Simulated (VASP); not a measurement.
# MoS2 (R-3m) in VASP: further runs, part 2 of 2

VASP 6.6.1. The steps go on from the part before.

**3. Single point, r2SCAN**

This run uses another cell than the first one, of 17.75 Å³/atom.

File POSCAR:

```
MoS2
1.0
    1.5855000000      0.9153888518      6.1149966667
   -1.5855000000      0.9153888518      6.1149966667
    0.0000000000     -1.8307777036      6.1149966667
Mo S
1 2
Direct
    0.0000000000      0.0000000000      0.0000000000
    0.7500000000      0.7500000000      0.7500000000
    0.2500000000      0.2500000000      0.2500000000
```

File INCAR.step1:

```
SYSTEM = MoS2
PREC     = Accurate       ! precision mode
ENCUT    = 520            ! plane-wave cutoff, eV
ISMEAR   = 0              ! smearing method
SIGMA    = 0.05           ! smearing width, eV
LREAL    = .FALSE.        ! projectors in reciprocal space
LASPH    = .TRUE.         ! aspherical terms in the spheres
NELM     = 60             ! most SCF steps
NBANDS   = 20             ! bands
GGA      = PE             ! functional
ALGO     = Normal         ! electronic algorithm
EDIFF    = 1E-4           ! SCF threshold, eV
LWAVE    = .TRUE.         ! write WAVECAR
LCHARG   = .FALSE.        ! write CHGCAR
```

File INCAR.step2:

```
SYSTEM = MoS2
PREC     = Accurate       ! precision mode
ENCUT    = 520            ! plane-wave cutoff, eV
EDIFF    = 1E-7           ! SCF threshold, eV
ISMEAR   = 0              ! smearing method
SIGMA    = 0.05           ! smearing width, eV
LREAL    = .FALSE.        ! projectors in reciprocal space
LASPH    = .TRUE.         ! aspherical terms in the spheres
NELM     = 60             ! most SCF steps
ALGO     = Normal         ! electronic algorithm
ISIF     = 2              ! what is computed and relaxed
LWAVE    = .FALSE.        ! write WAVECAR
LCHARG   = .TRUE.         ! write CHGCAR
METAGGA  = R2SCAN         ! meta-GGA
LMIXTAU  = .TRUE.       
LELF     = .TRUE.         ! ELF
LVHAR    = .TRUE.       
NBANDS   = 20             ! bands
ISTART   = 1
```

File KPOINTS:

```
Automatic mesh
0
G
  12 12 12
  0 0 0
```

Potentials or basis: VASP PAW PBE potentials, release 64 (Mo_sv, S).

On the command line:

```console
$ cat potpaw_PBE.64/Mo_sv/POTCAR potpaw_PBE.64/S/POTCAR > POTCAR
$ cp INCAR.step1 INCAR
$ mpirun -np 1 vasp_std > vasp.out
$ cp INCAR.step2 INCAR
$ mpirun -np 1 vasp_std > vasp.out
```

OUTCAR:

```text
SYSTEM = MoS2
   PREC = Accurate
   ENCUT = 520
   EDIFF = 1E-7
   ISMEAR = 0
   LREAL = .FALSE.
   LASPH = .TRUE.
   NELM = 60
   ISIF = 2
   METAGGA = R2SCAN
   ISTART = 1

 ion  position               nearest neighbor table
   1  0.000  0.000  0.000-   2 2.39   3 2.39   2 2.39   2 2.39   3 2.39   3 2.39
   2  0.750  0.750  0.750-   1 2.39   1 2.39   1 2.39
   3  0.250  0.250  0.250-   1 2.39   1 2.39   1 2.39

  LATTYP: Found a trigonal (rhomboedric) cell.
 ALAT       =     6.3831756386
 COS(alpha) =     0.8766074614

  Lattice vectors:

 A1 = (   1.5855000000,   0.9153888518,   6.1149966667)
 A2 = (  -1.5855000000,   0.9153888518,   6.1149966667)
 A3 = (   0.0000000000,  -1.8307777036,   6.1149966667)

Analysis of symmetry for initial positions (statically):
=====================================================================
 Subroutine PRICEL returns:
 Original cell was already a primitive cell.

 Routine SETGRP: Setting up the symmetry group for a
 trigonal (rhombohedral) supercell.

 Subroutine GETGRP returns: Found 12 space group operations
 (whereof 12 operations were pure point group operations)
 out of a pool of 12 trial point group operations.

The static configuration has the point symmetry D_3d.

Analysis of symmetry for dynamics (positions and initial velocities):
=====================================================================
 Subroutine PRICEL returns:
 Original cell was already a primitive cell.

 Routine SETGRP: Setting up the symmetry group for a
 trigonal (rhombohedral) supercell.

 Subroutine GETGRP returns: Found 12 space group operations
 (whereof 12 operations were pure point group operations)
 out of a pool of 12 trial point group operations.

The dynamic configuration has the point symmetry D_3d.

 Subroutine INISYM returns: Found 12 space group operations
 (whereof 12 operations are pure point group operations),
 and found     1 'primitive' translations

----------------------------------------------------------------------------------------

                                     Primitive cell

  volume of cell :      53.2500

  direct lattice vectors                    reciprocal lattice vectors
     1.585500000  0.915388852  6.114996667     0.315357931  0.182071986  0.054510796
    -1.585500000  0.915388852  6.114996667    -0.315357931  0.182071986  0.054510796
     0.000000000 -1.830777704  6.114996667     0.000000000 -0.364143973  0.054510796

  length of vectors
     6.383175639  6.383175639  6.383175639     0.368201385  0.368201385  0.368201385

  position of ions in fractional coordinates (direct lattice)
     0.000000000  0.000000000  0.000000000
     0.750000000  0.750000000  0.750000000
     0.250000000  0.250000000  0.250000000

  ion indices of the primitive-cell ions
   primitive index   ion index
                 1           1
                 2           2
                 3           3

----------------------------------------------------------------------------------------

 KPOINTS: Automatic mesh

Automatic generation of k-mesh.
 Grid dimensions read from file:
 generate k-points for:   12   12   12

 Generating k-lattice:

  Cartesian coordinates                     Fractional coordinates (reciprocal lattice)
     0.026279828  0.015172666  0.004542566     0.083333333  0.000000000  0.000000000
    -0.026279828  0.015172666  0.004542566     0.000000000  0.083333333  0.000000000
     0.000000000 -0.030345331  0.004542566     0.000000000  0.000000000  0.083333333

  Length of vectors
     0.030683449  0.030683449  0.030683449

  Shift w.r.t. Gamma in fractional coordinates (k-lattice)
     0.000000000  0.000000000  0.000000000

 Subroutine IBZKPT returns following result:
 ===========================================

 Found    189 irreducible k-points:

 Following reciprocal coordinates:
            Coordinates               Weight
  0.000000  0.000000  0.000000      1.000000
  0.083333  0.000000  0.000000      6.000000
  0.166667  0.000000  0.000000      6.000000
  0.250000  0.000000  0.000000      6.000000
  0.333333 -0.000000  0.000000      6.000000
  0.416667  0.000000  0.000000      6.000000
[... 16 lines left out ...]
  0.500000  0.166667  0.000000     12.000000
 -0.416667  0.166667 -0.000000     12.000000
 [... further k-points ...]
   k-points           NKPTS =    189   k-points in BZ     NKDIM =    189   number of bands    NBANDS=     20
   number of dos      NEDOS =    301   number of ions     NIONS =      3
   total plane-waves  NPLWV = 110592
   dimension x,y,z NGX =    48 NGY =   48 NGZ =   48
   dimension x,y,z NGXF=    96 NGYF=   96 NGZF=   96
   ions per type =               1   2
   NGX,Y,Z   is equivalent  to a cutoff of  12.50, 12.50, 12.50 a.u.
   NGXF,Y,Z  is equivalent  to a cutoff of  25.00, 25.00, 25.00 a.u.
 SYSTEM =  MoS2
   PREC   = accura    normal or accurate (medium, high low for compatibility)
   ISTART =      1    job   : 0-new  1-cont  2-samecut
   ICHARG =      0    charge: 1-file 2-atom 10-const
   ISPIN  =      1    spin polarized calculation?
   LNONCOLLINEAR =      F non collinear calculations
   LSORBIT =      F    spin-orbit coupling
   LASPH  =      T    aspherical Exc in radial PAW
   ENCUT  =  520.0 eV  38.22 Ry    6.18 a.u.  11.87 11.87 11.87*2*pi/ulx,y,z
   NELM   =     60;   NELMIN=  2; NELMDL=  0     # of ELM steps
   EDIFF  = 0.1E-06   stopping-criterion for ELM
   LREAL  =      F    real-space projection
   EDIFFG = 0.1E-05   stopping-criterion for IOM
   NSW    =      0    number of steps for IOM
   IBRION =     -1    ionic relax: 0-MD 1-quasi-New 2-CG
   NFREE  =      0    steps in history (QN), initial steepest desc. (CG)
   ISIF   =      2    stress and relaxation
   ISYM   =      2    0-nonsym 1-usesym 2-fastsym
   POTIM  = 0.5000    time-step for ionic-motion
   TEBEG  =    0.0;   TEEND  =   0.0 temperature during run
   PSTRESS=    0.0 pullay stress
   NELECT =      26.0000    total number of electrons
   NUPDOWN=      -1.0000    fix difference up-down
   EMIN   =  10.00;   EMAX   =-10.00  energy-range for DOS
   EFERMI =   0.00;   METHOD = LEGACY
   ISMEAR =     0;   SIGMA  =   0.05  broadening in eV -4-tet -1-fermi 0-gaus
   EFERMI_NEDOS =   21; number of points for ismear=-14 and -15
   IALGO  =     38    algorithm
   IMIX   =      4    mixing-type and parameters
     AMIX     =   0.40;   BMIX     =  1.00
     AMIX_MAG =   1.60;   BMIX_MAG =  1.00
  volume/ion in A,a.u.               =      17.75       119.78
  Fermi-wavevector in a.u.,A,eV,Ry     =   1.289118  2.436081 22.610522  1.661826
  Thomas-Fermi vector in A             =   2.421031
   LORBIT       =      0    0 simple, 1 ext, 2 COOP (PROOUT), +10 PAW based schemes
   METAGGA = R2SCAN    functional components
   LHFCALC =     F    Hartree Fock is set to
   AEXX    =    0.0000 exact exchange contribution
   IVDW    =     0    specifies the selected vdW correction
   LEPSILON=     F    determine dielectric tensor
   LRPA    =     F    only Hartree local field effects (RPA)
 non-spin polarized calculation
 Gauss-broadening in eV      SIGMA  =   0.05
  energy-cutoff  :      520.00
  volume of cell :       53.25
 maximum number of plane-waves:      1448
   NGX = 23   NGY = 23   NGZ = 23

 number of electron      25.9999998 magnetization

 Free energy of the ion-electron system (eV)
  ---------------------------------------------------
  ext. energy  EPLUGINS =         0.00000000
  ---------------------------------------------------
  free energy    TOTEN  =       -44.09918669 eV

  energy without entropy =      -44.09664909  energy(sigma->0) =      -44.09791789

 E-fermi :   7.7166     XC(G=0): -11.5060

 val. band max:        7.7161957630   @ k =  -0.2500   0.3333   0.0833
 cond. band min:       7.7187775107   @ k =   0.5000   0.5000   0.4167
 fundamental gap:      0.0025817477
 Fermi energy:         7.7166170334

 k-point     1 :       0.0000    0.0000    0.0000
  band No.  band energies     occupation
      1     -56.0717      2.00000
      2     -29.4271      2.00000
      3     -29.3308      2.00000
      4     -29.3308      2.00000
      5      -8.2298      2.00000
      6      -6.5240      2.00000
[... 12 lines left out ...]
     19      15.1934      0.00000
[... 513 lines left out ...]
      4     -29.3315      2.00000
      5      -6.3127      2.00000
      6      -5.6218      2.00000
[... 12 lines left out ...]
     19      15.9770      0.00000
     20      16.7672      0.00000

 [... further k-points ...]

------------------------ aborting loop because EDIFF is reached ----------------------------------------

  FORCE on cell =-STRESS in cart. coord.  units (eV):
  Direction    XX          YY          ZZ          XY          YZ          ZX
  --------------------------------------------------------------------------------------
  -------------------------------------------------------------------------------------
  Total        2.1586625      2.1586625      2.7086916      0.0000000     -0.0000000      0.0000000
  in kB       64.9495255     64.9495255     81.4987227      0.0000000     -0.0000000      0.0000000
  external PRESSURE =      70.4659245 kB  Pullay stress =       0.0000000 kB

 VOLUME and BASIS-vectors are now :
 -----------------------------------------------------------------------------
  energy-cutoff  :      520.00
  volume of cell :       53.25
      direct lattice vectors                 reciprocal lattice vectors
     1.585500000  0.915388852  6.114996667     0.315357931  0.182071986  0.054510796
    -1.585500000  0.915388852  6.114996667    -0.315357931  0.182071986  0.054510796
     0.000000000 -1.830777704  6.114996667     0.000000000 -0.364143973  0.054510796

 POSITION                                       TOTAL-FORCE (eV/Angst)
 -----------------------------------------------------------------------------------
      0.00000      0.00000      0.00000         0.000000      0.000000      0.000000
      0.00000      0.00000     13.75874         0.000000      0.000000      0.808641
      0.00000      0.00000      4.58625         0.000000     -0.000000     -0.808641
 -----------------------------------------------------------------------------------
    total drift:                               -0.000000      0.000000      0.000000

  FREE ENERGIE OF THE ION-ELECTRON SYSTEM (eV)
  ---------------------------------------------------
  free  energy   TOTEN  =       -44.0991866940 eV

  energy  without entropy=      -44.0966490890  energy(sigma->0) =      -44.09791789
```

Run time: 30 min. Hardware: 1 thread of Intel Xeon 8259CL, shared host; peak memory 0.47 GiB.

What came out:

| Property | Result |
| --- | --- |
| Free energy | -44.0992 eV |
| Pressure | 7.0 GPa |
| Largest force | 0.809 eV/Å |
| Band gap on the k mesh | zero (bands 13 and 14 overlap by 0.93 eV) |

Forces in eV/Å, atoms in the order of the input:
```
Mo   0.000  0.000  0.000
S    0.000  0.000  0.809
S    0.000  0.000 -0.809
```

Stress tensor (GPa, compression positive):
```
6.49 0.00 0.00
0.00 6.49 0.00
0.00 0.00 8.15
```

Levels at points of the mesh, in eV from the Fermi level:
| k point | band 10 | band 11 | band 12 | band 13 | band 14 | band 15 | band 16 | band 17 |
| --- | --- | --- | --- | --- | --- | --- | --- | --- |
| (0.00, 0.00, 0.00) | -1.97 | -1.25 | -1.09 | -1.09 | -0.36 | -0.36 | 3.53 | 3.53 |
| (0.50, 0.00, 0.00) | -4.63 | -3.08 | -2.01 | -1.78 | 1.10 | 2.07 | 3.55 | 4.43 |
| (0.50, 0.50, 0.00) | -4.56 | -3.11 | -2.32 | -2.00 | 1.10 | 1.86 | 4.01 | 5.13 |
| (0.50, 0.50, 0.50) | -4.12 | -1.08 | -1.08 | -0.47 | -0.47 | -0.06 | 3.65 | 3.65 |

Caveat: the cell stands under pressure; the PAW data sets were made with another functional, which shifts forces and pressure a little.

**4. Single point, r2SCAN**

This run uses another cell than the first one, of 17.75 Å³/atom.

POSCAR is that of step 3.

File INCAR.step1:

```
ALGO     = Normal         # electronic algorithm
EDIFF    = 1E-4           # SCF threshold, eV
ENCUT    = 520            # plane-wave cutoff, eV
GGA      = PE             # functional
ISMEAR   = 0              # smearing method
LASPH    = True           # aspherical terms in the spheres
LCHARG   = False          # write CHGCAR
LREAL    = False          # projectors in reciprocal space
LWAVE    = True           # write WAVECAR
NBANDS   = 20             # bands
NELECT   = 25.9         
NELM     = 80             # most SCF steps
PREC     = Accurate       # precision mode
SIGMA    = 0.05           # smearing width, eV
```

File INCAR.step2:

```
ALGO     = Normal         # electronic algorithm
EDIFF    = 1E-6           # SCF threshold, eV
ENCUT    = 520            # plane-wave cutoff, eV
ISIF     = 2              # what is computed and relaxed
ISMEAR   = 0              # smearing method
ISTART   = 1            
LASPH    = True           # aspherical terms in the spheres
LCHARG   = False          # write CHGCAR
LMIXTAU  = True         
LREAL    = False          # projectors in reciprocal space
LWAVE    = False          # write WAVECAR
METAGGA  = R2SCAN         # meta-GGA
NBANDS   = 20             # bands
NELECT   = 25.9         
NELM     = 80             # most SCF steps
PREC     = Accurate       # precision mode
SIGMA    = 0.05           # smearing width, eV
```

File KPOINTS:

```
k-points
0
Gamma
  12 12 12
```

On the command line:

```console
$ cat potpaw_PBE.64/Mo_sv/POTCAR potpaw_PBE.64/S/POTCAR > POTCAR
$ cp INCAR.step1 INCAR
$ mpirun -np 1 vasp_std > vasp.out
$ cp INCAR.step2 INCAR
$ mpirun -np 1 vasp_std > vasp.out
```

Run time: 29 min. Hardware: 1 thread of Intel Xeon 8259CL, shared host; peak memory 0.47 GiB.

It converged, with:

```yaml
Free_energy: -44.8672 eV
Largest_force: 0.786 eV/Å
```

Forces on the atoms (eV/Å):
```
Mo   0.000  0.000  0.000
S    0.000  0.000  0.786
S    0.000  0.000 -0.786
```

Levels at points of the mesh, in eV from the Fermi level:
| k point | band 9 | band 10 | band 11 | band 12 | band 13 | band 14 | band 15 | band 16 | band 17 | band 18 |
| --- | --- | --- | --- | --- | --- | --- | --- | --- | --- | --- |
| (0.00, 0.00, 0.00) | -4.42 | -1.90 | -1.19 | -1.05 | -1.05 | -0.30 | -0.30 | 3.59 | 3.59 | 6.74 |
| (0.50, 0.00, 0.00) | -5.50 | -4.58 | -3.00 | -1.95 | -1.71 | 1.13 | 2.11 | 3.61 | 4.48 | 6.04 |
| (0.50, 0.50, 0.00) | -4.87 | -4.51 | -3.03 | -2.26 | -1.93 | 1.13 | 1.90 | 4.06 | 5.20 | 5.27 |
| (0.50, 0.50, 0.50) | -4.40 | -4.03 | -1.04 | -1.04 | -0.40 | -0.40 | 0.00 | 3.71 | 3.71 | 6.61 |

Caveat: the cell carries a net charge on a neutralising background, which shifts energy and pressure; the cell is charged against a uniform background, so pressure and absolute levels hang on convention; the PAW data sets were made with another functional, which shifts forces and pressure a little.

The gap in the log of VASP goes by the Fermi energy; the results here count the filled bands.